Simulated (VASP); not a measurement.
# Zr2Ge (CdCl2 type) (R-3m) in VASP: single point with PBE

Aim: the single point of Zr2Ge (CdCl2 type) with PBE.

All numbers are computed with VASP 6.6.1; they aren't measurements. Logs are shortened: lines on timing, memory, paths and dates and some standing lists are left out, and cuts for length are marked.

## Step 1: The cell of the first run

It takes space group R-3m (No. 166, trigonal). The conventional cell has a = 3.809 Å, b = 3.809 Å, c = 16.098 Å, α = 90.00°, β = 90.00°, γ = 120.00°. Ge (site symmetry -3m) has 6 Zr at 2.67 Å within 3.5 Å. Zr (site symmetry 3m) has 3 Ge at 2.67 Å and 3 Zr at 3.20 Å within 3.5 Å.

## Step 2: Single point, PBE

POSCAR

```
Zr2Ge
1.0
    1.9042805048     -1.0994368621      5.3660144844
    0.0000000000      2.1988737241      5.3660144844
   -1.9042805048     -1.0994368621      5.3660144844
Ge Zr
1 2
Direct
    0.0000000000      0.0000000000      0.0000000000
    0.2390794401      0.2390794401      0.2390794401
    0.7609205599      0.7609205599      0.7609205599
```

INCAR.step1

```
ALGO = Normal ; EDIFF = 1E-6
ENCUT = 410 ; GGA = PE
GGA_COMPAT = F ; ISIF = 2
ISMEAR = -1 ; LASPH = T
LCHARG = T ; LMAXMIX = 4
LORBIT = 11 ; LREAL = F
LWAVE = F ; NBANDS = 26
NEDOS = 2001 ; NELM = 120
PREC = Accurate ; SIGMA = 0.05
```

KPOINTS.step1

```
k-points
0
Gamma
  12 12 12
```

INCAR.step2

```
ALGO = Normal ; EDIFF = 1E-6
ENCUT = 410 ; GGA = PE
GGA_COMPAT = F ; ICHARG = 11
ISIF = 2 ; ISMEAR = -5
LASPH = T ; LCHARG = F
LMAXMIX = 4 ; LORBIT = 11
LREAL = F ; LWAVE = F
NEDOS = 1001 ; NELM = 120
PREC = Accurate ; SIGMA = 0.05
```

KPOINTS.step2

```
k-points
0
Gamma
  18 18 18
```

Potentials or basis: VASP PAW PBE potentials, release 64 (Ge_d, Zr_sv).

Run with:

```console
cat potpaw_PBE.64/Ge_d/POTCAR potpaw_PBE.64/Zr_sv/POTCAR > POTCAR
cp INCAR.step1 INCAR
cp KPOINTS.step1 KPOINTS
mpirun -np 1 vasp_std > vasp.out
cp INCAR.step2 INCAR
cp KPOINTS.step2 KPOINTS
mpirun -np 1 vasp_std > vasp.out
```

OUTCAR:

```text
EDIFF = 1E-6
   ENCUT = 410
   GGA = PE
   ICHARG = 11
   ISIF = 2
   ISMEAR = -5
   LASPH = T
   LORBIT = 11
   LREAL = F
   NELM = 120
   PREC = Accurate

 ion  position               nearest neighbor table
   1  0.000  0.000  0.000-   3 2.67   2 2.67   3 2.67   2 2.67   3 2.67   2 2.67
   2  0.239  0.239  0.239-   1 2.67   1 2.67   1 2.67   3 3.20   3 3.20   3 3.20   3 3.75   3 3.75
                             3 3.75
   3  0.761  0.761  0.761-   1 2.67   1 2.67   1 2.67   2 3.20   2 3.20   2 3.20   2 3.75   2 3.75
                             2 3.75

  LATTYP: Found a trigonal (rhomboedric) cell.
 ALAT       =     5.7990651920
 COS(alpha) =     0.7843368937

  Lattice vectors:

 A1 = (   1.9042805048,  -1.0994368621,   5.3660144844)
 A2 = (   0.0000000000,   2.1988737241,   5.3660144844)
 A3 = (  -1.9042805048,  -1.0994368621,   5.3660144844)

Analysis of symmetry for initial positions (statically):
=====================================================================
 Subroutine PRICEL returns:
 Original cell was already a primitive cell.

 Routine SETGRP: Setting up the symmetry group for a
 trigonal (rhombohedral) supercell.

 Subroutine GETGRP returns: Found 12 space group operations
 (whereof 12 operations were pure point group operations)
 out of a pool of 12 trial point group operations.

The static configuration has the point symmetry D_3d.

Analysis of symmetry for dynamics (positions and initial velocities):
=====================================================================
 Subroutine PRICEL returns:
 Original cell was already a primitive cell.

 Routine SETGRP: Setting up the symmetry group for a
 trigonal (rhombohedral) supercell.

 Subroutine GETGRP returns: Found 12 space group operations
 (whereof 12 operations were pure point group operations)
 out of a pool of 12 trial point group operations.

The dynamic configuration has the point symmetry D_3d.

 Subroutine INISYM returns: Found 12 space group operations
 (whereof 12 operations are pure point group operations),
 and found     1 'primitive' translations

----------------------------------------------------------------------------------------

                                     Primitive cell

  volume of cell :      67.4069

  direct lattice vectors                    reciprocal lattice vectors
     1.904280505 -1.099436862  5.366014484     0.262566360 -0.151592758  0.062119350
     0.000000000  2.198873724  5.366014484     0.000000000  0.303185517  0.062119350
    -1.904280505 -1.099436862  5.366014484    -0.262566360 -0.151592758  0.062119350

  length of vectors
     5.799065192  5.799065192  5.799065192     0.309483879  0.309483879  0.309483879

  position of ions in fractional coordinates (direct lattice)
     0.000000000  0.000000000  0.000000000
     0.239079440  0.239079440  0.239079440
     0.760920560  0.760920560  0.760920560

  ion indices of the primitive-cell ions
   primitive index   ion index
                 1           1
                 2           2
                 3           3

----------------------------------------------------------------------------------------

 KPOINTS: k-points

Automatic generation of k-mesh.
 Grid dimensions read from file:
 generate k-points for:   18   18   18

 Generating k-lattice:

  Cartesian coordinates                     Fractional coordinates (reciprocal lattice)
     0.014587020 -0.008421820  0.003451075     0.055555556 -0.000000000  0.000000000
     0.000000000  0.016843640  0.003451075    -0.000000000  0.055555556 -0.000000000
    -0.014587020 -0.008421820  0.003451075     0.000000000 -0.000000000  0.055555556

  Length of vectors
     0.017193549  0.017193549  0.017193549

  Shift w.r.t. Gamma in fractional coordinates (k-lattice)
     0.000000000  0.000000000  0.000000000

 TETIRR: Found   2916 inequivalent tetrahedra from    34992

 Subroutine IBZKPT returns following result:
 ===========================================

 Found    580 irreducible k-points:

 Following reciprocal coordinates:
            Coordinates               Weight
  0.000000  0.000000  0.000000      1.000000
  0.055556  0.000000 -0.000000      6.000000
  0.111111  0.000000 -0.000000      6.000000
  0.166667  0.000000 -0.000000      6.000000
  0.222222  0.000000  0.000000      6.000000
  0.277778  0.000000  0.000000      6.000000
[... 16 lines left out ...]
 -0.277778  0.055556 -0.000000     12.000000
 -0.222222  0.055556  0.000000     12.000000
 [... further k-points ...]
   k-points           NKPTS =    580   k-points in BZ     NKDIM =    580   number of bands    NBANDS=     23
   number of dos      NEDOS =   1001   number of ions     NIONS =      3
   total plane-waves  NPLWV =  64000
   dimension x,y,z NGX =    40 NGY =   40 NGZ =   40
   dimension x,y,z NGXF=    80 NGYF=   80 NGZF=   80
   ions per type =               1   2
   NGX,Y,Z   is equivalent  to a cutoff of  11.47, 11.47, 11.47 a.u.
   NGXF,Y,Z  is equivalent  to a cutoff of  22.93, 22.93, 22.93 a.u.
 SYSTEM =  unknown system
   PREC   = accura    normal or accurate (medium, high low for compatibility)
   ISTART =      0    job   : 0-new  1-cont  2-samecut
   ICHARG =     11    charge: 1-file 2-atom 10-const
   ISPIN  =      1    spin polarized calculation?
   LNONCOLLINEAR =      F non collinear calculations
   LSORBIT =      F    spin-orbit coupling
   LASPH  =      T    aspherical Exc in radial PAW
   ENCUT  =  410.0 eV  30.13 Ry    5.49 a.u.   9.57  9.57  9.57*2*pi/ulx,y,z
   NELM   =    120;   NELMIN=  2; NELMDL=  0     # of ELM steps
   EDIFF  = 0.1E-05   stopping-criterion for ELM
   LREAL  =      F    real-space projection
   EDIFFG = 0.1E-04   stopping-criterion for IOM
   NSW    =      0    number of steps for IOM
   IBRION =     -1    ionic relax: 0-MD 1-quasi-New 2-CG
   NFREE  =      0    steps in history (QN), initial steepest desc. (CG)
   ISIF   =      2    stress and relaxation
   ISYM   =      2    0-nonsym 1-usesym 2-fastsym
   POTIM  = 0.5000    time-step for ionic-motion
   TEBEG  =    0.0;   TEEND  =   0.0 temperature during run
   PSTRESS=    0.0 pullay stress
   NELECT =      38.0000    total number of electrons
   NUPDOWN=      -1.0000    fix difference up-down
   EMIN   =  10.00;   EMAX   =-10.00  energy-range for DOS
   EFERMI =   0.00;   METHOD = LEGACY
   ISMEAR =    -5;   SIGMA  =   0.05  broadening in eV -4-tet -1-fermi 0-gaus
   EFERMI_NEDOS =   21; number of points for ismear=-14 and -15
   IALGO  =     38    algorithm
   IMIX   =      4    mixing-type and parameters
     AMIX     =   0.40;   BMIX     =  1.00
     AMIX_MAG =   1.60;   BMIX_MAG =  1.00
  volume/ion in A,a.u.               =      22.47       151.63
  Fermi-wavevector in a.u.,A,eV,Ry     =   1.352388  2.555642 24.884415  1.828953
  Thomas-Fermi vector in A             =   2.479731
   LORBIT       =     11    0 simple, 1 ext, 2 COOP (PROOUT), +10 PAW based schemes
   GGA     = PE    functional components
   LHFCALC =     F    Hartree Fock is set to
   AEXX    =    0.0000 exact exchange contribution
   IVDW    =     0    specifies the selected vdW correction
   LEPSILON=     F    determine dielectric tensor
   LRPA    =     F    only Hartree local field effects (RPA)
 non-spin polarized calculation
 Fermi weights with tetrahedron method with Bloechl corrections
  energy-cutoff  :      410.00
  volume of cell :       67.41
 maximum number of plane-waves:      1293

 number of electron      37.9999991 magnetization

 Free energy of the ion-electron system (eV)
  ---------------------------------------------------
  ext. energy  EPLUGINS =         0.00000000
  ---------------------------------------------------
  free energy    TOTEN  =       -22.53437509 eV

  energy without entropy =      -22.53437509  energy(sigma->0) =      -22.53437509

 E-fermi :   7.7259     XC(G=0): -10.9097

 val. band max:        7.7329088984   @ k =   0.1667   0.1667   0.1667
 cond. band min:       7.7063198248   @ k =   0.3333   0.1667   0.0556
 fundamental gap:     -0.0265890736
 Fermi energy:         7.7259067055

 k-point     1 :       0.0000    0.0000    0.0000
  band No.  band energies     occupation
      1     -41.2798      2.00000
      2     -41.2012      2.00000
      3     -19.5463      2.00000
      4     -19.2989      2.00000
      5     -19.2989      2.00000
      6     -19.1471      2.00000
[... 15 lines left out ...]
     22       9.7714      0.00000
     23       9.7714      0.00000

 k-point     2 :       0.0556    0.0000   -0.0000
  band No.  band energies     occupation
      1     -41.2789      2.00000
      2     -41.2015      2.00000
      3     -19.5426      2.00000
      4     -19.3028      2.00000
      5     -19.2999      2.00000
      6     -19.1525      2.00000
[... 15 lines left out ...]
     22       9.6547      0.00000
     23       9.7802      0.00000

 k-point     3 :       0.1111    0.0000   -0.0000
  band No.  band energies     occupation
      1     -41.2764      2.00000
      2     -41.2023      2.00000
      3     -19.5319      2.00000
      4     -19.3139      2.00000
      5     -19.3029      2.00000
      6     -19.1679      2.00000
[... 15 lines left out ...]
     22       9.5482      0.00000
     23       9.8116      0.00000
[... 495 lines left out ...]
 k-point    23 :      -0.2778    0.0556   -0.0000
  band No.  band energies     occupation
      1     -41.2573      2.00000
      2     -41.2096      2.00000
      3     -19.4704      2.00000
      4     -19.3857      2.00000
      5     -19.3300      2.00000
      6     -19.2457      2.00000
[... 15 lines left out ...]
     22       9.5076      0.00000
     23      10.2575      0.00000

 k-point    24 :      -0.2222    0.0556    0.0000
  band No.  band energies     occupation
      1     -41.2637      2.00000
      2     -41.2067      2.00000
      3     -19.4873      2.00000
      4     -19.3631      2.00000
      5     -19.3227      2.00000
      6     -19.2284      2.00000
[... 15 lines left out ...]
     22       9.4703      0.00000
     23      10.0895      0.00000

 [... further k-points ...]

------------------------ aborting loop because EDIFF is reached ----------------------------------------

  FORCE on cell =-STRESS in cart. coord.  units (eV):
  Direction    XX          YY          ZZ          XY          YZ          ZX
  --------------------------------------------------------------------------------------
  -------------------------------------------------------------------------------------
  Total       -0.0336783     -0.0336783     -0.0768937      0.0000000      0.0000000     -0.0000000
  in kB       -0.8004900     -0.8004900     -1.8276666      0.0000000      0.0000000     -0.0000000
  external PRESSURE =      -1.1428822 kB  Pullay stress =       0.0000000 kB

 VOLUME and BASIS-vectors are now :
 -----------------------------------------------------------------------------
  energy-cutoff  :      410.00
  volume of cell :       67.41
      direct lattice vectors                 reciprocal lattice vectors
     1.904280505 -1.099436862  5.366014484     0.262566360 -0.151592758  0.062119350
     0.000000000  2.198873724  5.366014484     0.000000000  0.303185517  0.062119350
    -1.904280505 -1.099436862  5.366014484    -0.262566360 -0.151592758  0.062119350

 POSITION                                       TOTAL-FORCE (eV/Angst)
 -----------------------------------------------------------------------------------
      0.00000      0.00000      0.00000         0.000000     -0.000000      0.000000
      0.00000     -0.00000      3.84871         0.000000      0.000000     -0.019948
      0.00000     -0.00000     12.24933         0.000000     -0.000000      0.019948
 -----------------------------------------------------------------------------------
    total drift:                               -0.000000     -0.000000      0.000000

  FREE ENERGIE OF THE ION-ELECTRON SYSTEM (eV)
  ---------------------------------------------------
  free  energy   TOTEN  =       -22.5343750910 eV

  energy  without entropy=      -22.5343750910  energy(sigma->0) =      -22.53437509

 total charge

# of ion       s       p       d       tot
------------------------------------------
    1        1.163   1.412  10.027  12.603
    2        2.175   5.970   1.607   9.752
    3        2.175   5.970   1.607   9.752
--------------------------------------------------
tot          5.513  13.353  13.241  32.106
```

Run time: 29 min. Hardware: 1 thread of Intel Xeon 8259CL, shared host; peak memory 0.71 GiB.

What came out:

```yaml
Valence_electrons_inside_the_program's_atomic_spheres: Ge 12.60; Zr 9.75
```

Caveat: tetrahedron occupations give inexact forces and stress in metals.
